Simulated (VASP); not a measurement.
Here is a VASP 6.6.1 calculation.

File INCAR:

```
PREC = Accurate ; ENCUT = 520
EDIFF = 1E-6 ; ISMEAR = -1
SIGMA = 0.05 ; LREAL = False
LASPH = True ; NELM = 60
ALGO = Normal ; ISIF = 2
LWAVE = False ; LCHARG = False
NBANDS = 16
```

File KPOINTS:

```
Automatic mesh
0
Gamma
  12 12 4
```

POSCAR

```
C
1.0
    1.2361809750     -2.1411487327      0.0000000000
    1.2361809750      2.1411487327      0.0000000000
    0.0000000000      0.0000000000      7.2207742290
C
4
Direct
    0.9166205400      0.0833794600      0.7531376000
    0.4166205400      0.5833794600      0.2468624000
    0.0833794600      0.9166205400      0.2468624000
    0.5833794600      0.4166205400      0.7531376000
```

Potentials or basis: VASP PAW LDA potentials, release 64 (C).

Run with:

```bash
$ cat potpaw_LDA.64/C/POTCAR > POTCAR
$ mpirun -np 1 vasp_std > vasp.out
```

(1) Predict the pressure.

(2) Predict the band gap on the k mesh.

Answers

(1) -8.1 GPa.

(2) 0.02 eV.
